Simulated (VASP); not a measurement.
# Li2Sc (Pccm) in VASP: relaxation of cell and atoms with PBE

Aim: the relaxation of cell and atoms of Li2Sc with PBE.

All numbers are computed with VASP 6.6.1; they aren't measurements. Logs are shortened: lines on timing, memory, paths and dates and some standing lists are left out, and cuts for length are marked.

### Step 1. The cell of the first run

Symmetry: Pccm, No. 49, orthorhombic system. Conventional cell: a = 3.012 Å, b = 8.233 Å, c = 5.488 Å, α = 90.00°, β = 90.00°, γ = 90.00°. Li (site symmetry m) has 10 Li at 2.89 to 3.84 Å and 4 Sc at 2.94 to 4.02 Å within 4.1 Å. Within 3.6 Å of Sc (site symmetry 2/m) lie 4 Sc at 2.74 to 3.01 Å and 4 Li at 2.94 to 3.44 Å.

The cell was generated, and may not be a known phase.

### Step 2. Relaxation of cell and atoms, PBE

File INCAR:

```
SYSTEM = Li2Sc
PREC     = Accurate       ! precision mode
ENCUT    = 600            ! plane-wave cutoff, eV
EDIFF    = 1E-7           ! SCF threshold, eV
ISMEAR   = 0              ! smearing method
SIGMA    = 0.1            ! smearing width, eV
LREAL    = .FALSE.        ! projectors in reciprocal space
LASPH    = .TRUE.         ! aspherical terms in the spheres
NELM     = 60             ! most SCF steps
ALGO     = Fast           ! electronic algorithm
ISIF     = 3              ! what is computed and relaxed
LWAVE    = .FALSE.        ! write WAVECAR
LCHARG   = .FALSE.        ! write CHGCAR
GGA      = PE             ! functional
IBRION   = 2              ! ionic algorithm
NSW      = 100            ! ionic steps
EDIFFG   = -0.01          ! ionic threshold
```

File KPOINTS:

```
regular mesh
0
G
  12 6 8
  0 0 0
```

File POSCAR:

```
Li2Sc
1.0
    3.0120009784      0.0000000000      0.0000000000
    0.0000000000      8.2331807031      0.0000000000
    0.0000000000      0.0000000000      5.4876689926
Li Sc
4 2
Direct
    0.1764684952      0.1632002513      0.0000000000
    0.8235315048      0.8367997487      0.0000000000
    0.8235315048      0.1632002513      0.5000000000
    0.1764684952      0.8367997487      0.5000000000
    0.5000000000      0.5000000000      0.0000000000
    0.5000000000      0.5000000000      0.5000000000
```

Potentials or basis: VASP PAW PBE potentials, release 64 (Li_sv, Sc_sv).

The run is started by

```
$ cat potpaw_PBE.64/Li_sv/POTCAR potpaw_PBE.64/Sc_sv/POTCAR > POTCAR
$ mpirun -np 1 vasp_std > vasp.out
```

OUTCAR:

```text
SYSTEM = Li2Sc
   PREC = Accurate
   ENCUT = 600
   EDIFF = 1E-7
   ISMEAR = 0
   LREAL = .FALSE.
   LASPH = .TRUE.
   NELM = 60
   ISIF = 3
   GGA = PE
   IBRION = 2
   NSW = 100
   EDIFFG = -0.01

 ion  position               nearest neighbor table
   1  0.176  0.163  0.000-   5 2.94
   2  0.824  0.837  0.000-   5 2.94
   3  0.824  0.163  0.500-   6 2.94
   4  0.176  0.837  0.500-   6 2.94
   5  0.500  0.500  0.000-   6 2.74   6 2.74   1 2.94   2 2.94
   6  0.500  0.500  0.500-   5 2.74   5 2.74   3 2.94   4 2.94

  LATTYP: Found a simple orthorhombic cell.
 ALAT       =     3.0120009784
 B/A-ratio  =     1.8219346647
 C/A-ratio  =     2.7334588409

  Lattice vectors:

 A1 = (  -3.0120009784,   0.0000000000,   0.0000000000)
 A2 = (   0.0000000000,   0.0000000000,   5.4876689926)
 A3 = (   0.0000000000,   8.2331807031,   0.0000000000)

Analysis of symmetry for initial positions (statically):
=====================================================================
 Subroutine PRICEL returns:
 Original cell was already a primitive cell.

 Routine SETGRP: Setting up the symmetry group for a
 simple orthorhombic supercell.

 Subroutine GETGRP returns: Found  8 space group operations
 (whereof  4 operations were pure point group operations)
 out of a pool of  8 trial point group operations.

The static configuration has the point symmetry C_2h.
 The point group associated with its full space group is D_2h.

Analysis of symmetry for dynamics (positions and initial velocities):
=====================================================================
 Subroutine PRICEL returns:
 Original cell was already a primitive cell.

 Routine SETGRP: Setting up the symmetry group for a
 simple orthorhombic supercell.

 Subroutine GETGRP returns: Found  8 space group operations
 (whereof  4 operations were pure point group operations)
 out of a pool of  8 trial point group operations.

The dynamic configuration has the point symmetry C_2h.
 The point group associated with its full space group is D_2h.

 Subroutine INISYM returns: Found  8 space group operations
 (whereof  4 operations are pure point group operations),
 and found     1 'primitive' translations

[... 143 lines left out ...]

 number of electron      34.0000003 magnetization

 Free energy of the ion-electron system (eV)
  ---------------------------------------------------
  ext. energy  EPLUGINS =         0.00000000
  ---------------------------------------------------
  free energy    TOTEN  =       -18.43346233 eV

  energy without entropy =      -18.40165913  energy(sigma->0) =      -18.41756073

------------------------ aborting loop EDIFF was not reached (unconverged)  ----------------------------

  FORCE on cell =-STRESS in cart. coord.  units (eV):
  Direction    XX          YY          ZZ          XY          YZ          ZX
  --------------------------------------------------------------------------------------
  -------------------------------------------------------------------------------------
  Total       -0.4878731      0.1358254      0.0073421      0.0000000      0.0000000      0.0000000
  in kB       -5.7438986      1.5991189      0.0864416      0.0000000      0.0000000      0.0000000
  external PRESSURE =      -1.3527793 kB  Pullay stress =       0.0000000 kB
[... 27 lines left out ...]
--------------------------------------- Ionic step        2  -------------------------------------------

 number of electron      34.0000004 magnetization

------------------------ aborting loop EDIFF was not reached (unconverged)  ----------------------------

  FORCE on cell =-STRESS in cart. coord.  units (eV):
  Direction    XX          YY          ZZ          XY          YZ          ZX
  --------------------------------------------------------------------------------------
  -------------------------------------------------------------------------------------
  Total       -0.3444400      0.0939088      0.0323353     -0.0000000      0.0000000      0.0000000
  in kB       -4.0664997      1.1086989      0.3817548     -0.0000000      0.0000000      0.0000000
  external PRESSURE =      -0.8586820 kB  Pullay stress =       0.0000000 kB
[... 61 lines left out ...]
  FREE ENERGIE OF THE ION-ELECTRON SYSTEM (eV)
  ---------------------------------------------------
  free  energy   TOTEN  =       -18.4368310169 eV

  energy  without entropy=      -18.4049253631  energy(sigma->0) =      -18.42087819

[... ionic steps 4 to 9 ...]

--------------------------------------- Ionic step       10  -------------------------------------------

 number of electron      34.0000009 magnetization

------------------------ aborting loop because EDIFF is reached ----------------------------------------
[... 75 lines left out ...]
--------------------------------------- Ionic step       12  -------------------------------------------

 number of electron      34.0000008 magnetization

 Free energy of the ion-electron system (eV)
  ---------------------------------------------------
  ext. energy  EPLUGINS =         0.00000000
  ---------------------------------------------------
  free energy    TOTEN  =       -18.43777211 eV

  energy without entropy =      -18.40607338  energy(sigma->0) =      -18.42192275

 E-fermi :   1.5743     XC(G=0):  -7.9670

 val. band max:        1.5736906624   @ k =   0.0000   0.1667   0.1250
 cond. band min:       1.5801701746   @ k =   0.5000   0.1667   0.1250
 fundamental gap:      0.0064795123
 Fermi energy:         1.5742665202

 k-point     1 :       0.0000    0.0000    0.0000
  band No.  band energies     occupation
      1     -48.0634      2.00000
      2     -47.9262      2.00000
      3     -44.9804      2.00000
      4     -44.9740      2.00000
      5     -44.9692      2.00000
      6     -44.9635      2.00000
[... 565 lines left out ...]
     20       2.0363      0.00000
     21       3.0612      0.00000

 [... further k-points ...]

------------------------ aborting loop because EDIFF is reached ----------------------------------------

  FORCE on cell =-STRESS in cart. coord.  units (eV):
  Direction    XX          YY          ZZ          XY          YZ          ZX
  --------------------------------------------------------------------------------------
  -------------------------------------------------------------------------------------
  Total        0.0053032     -0.0095631     -0.0206876     -0.0000000      0.0000000      0.0000000
  in kB        0.0626352     -0.1129475     -0.2443364     -0.0000000      0.0000000      0.0000000
  external PRESSURE =      -0.0982162 kB  Pullay stress =       0.0000000 kB
[... 21 lines left out ...]
  FREE ENERGIE OF THE ION-ELECTRON SYSTEM (eV)
  ---------------------------------------------------
  free  energy   TOTEN  =       -18.4377721116 eV

  energy  without entropy=      -18.4060733838  energy(sigma->0) =      -18.42192275

 reached required accuracy - stopping structural energy minimisation
```

Wall time 1.8 h (1 thread of AMD EPYC 9R45 (Zen 5), shared host); peak memory 0.58 GiB.

What came out:

* Free energy: -18.4378 eV
* Relaxed volume: 22.61 Å³/atom
* Relaxed cell: a = 2.971 Å, b = 8.294 Å, c = 5.505 Å, α = 90.00°, β = 90.00°, γ = 90.00°
* Space group after relaxing (to 0.1 Å): Pccm (No. 49)
* Energy gained by relaxing: 0.7 meV/atom
* Ionic steps: 12
* Pressure after relaxing: 0.0 GPa
* Largest force after relaxing: 0.009 eV/Å
* Band gap on the k mesh: zero (bands 17 and 18 overlap by 1.77 eV)

Forces on the atoms (eV/Å):
```
Li   0.000  0.009  0.000
Li   0.000 -0.009  0.000
Li   0.000  0.009  0.000
Li   0.000 -0.009  0.000
Sc   0.000  0.000  0.000
Sc   0.000  0.000  0.000
```

The path:
| step | energy change (eV) | largest force (eV/Å) | pressure (GPa) | volume (Å³) |
| --- | --- | --- | --- | --- |
| 1 | 0.0000 | 0.0251 | -0.14 | 136.09 |
| 2 | -0.0019 | 0.0219 | -0.09 | 135.71 |
| 3 | -0.0034 | 0.0183 | 0.02 | 135.23 |
| 4 | -0.0032 | 0.0104 | 0.21 | 134.26 |
| 5 | -0.0038 | 0.0151 | 0.11 | 134.79 |
| 6 | -0.0041 | 0.0132 | 0.05 | 135.16 |
| 7 | -0.0042 | 0.0123 | 0.01 | 135.43 |
| 8 | -0.0042 | 0.0105 | -0.06 | 135.97 |
| 9 | -0.0042 | 0.0118 | -0.01 | 135.63 |
| 10 | -0.0042 | 0.0116 | -0.02 | 135.68 |
| 11 | -0.0042 | 0.0116 | -0.01 | 135.65 |
| 12 | -0.0043 | 0.0093 | -0.01 | 135.65 |

Final structure:
```
Li Sc
1.0
     2.97093    0.00000    0.00000
     0.00000    8.29422    0.00000
     0.00000    0.00000    5.50509
Li Sc
4 2
Cartesian
  0.5255 1.3620 0.0000
  2.4454 6.9323 5.5051
  2.4454 1.3620 2.7525
  0.5255 6.9323 2.7525
  1.4855 4.1471 0.0000
  1.4855 4.1471 2.7525
```

Levels at points of the mesh, in eV from the Fermi level:
| k point | band 14 | band 15 | band 16 | band 17 | band 18 | band 19 | band 20 | band 21 |
| --- | --- | --- | --- | --- | --- | --- | --- | --- |
| (0.00, 0.00, 0.00) | -2.29 | -1.77 | -0.83 | -0.37 | -0.28 | -0.27 | 0.00 | 1.19 |
| (0.50, 0.00, 0.00) | -1.08 | -0.82 | -0.09 | -0.08 | 0.51 | 0.91 | 1.09 | 1.48 |
| (0.00, 0.50, 0.00) | -2.97 | -1.06 | -0.68 | -0.40 | -0.32 | -0.27 | 0.45 | 1.15 |
| (0.50, 0.50, 0.00) | -0.90 | -0.86 | -0.13 | 0.06 | 0.32 | 0.50 | 0.92 | 1.07 |
| (0.00, 0.00, 0.50) | -2.98 | -1.25 | -1.25 | -1.19 | -1.19 | 0.53 | 0.53 | 0.99 |
| (0.50, 0.00, 0.50) | -0.66 | -0.23 | -0.23 | 0.34 | 0.34 | 0.90 | 0.90 | 1.72 |
| (0.00, 0.50, 0.50) | -2.78 | -2.15 | -2.15 | 0.07 | 0.07 | 0.10 | 0.10 | 0.92 |
| (0.50, 0.50, 0.50) | -0.66 | -0.17 | -0.17 | 0.52 | 0.52 | 0.59 | 0.59 | 1.72 |

Caveat: the cutoff is under 1.25 times the usual one of these potentials, so pressure, stress and relaxed cells hold a basis-set (Pulay) error.
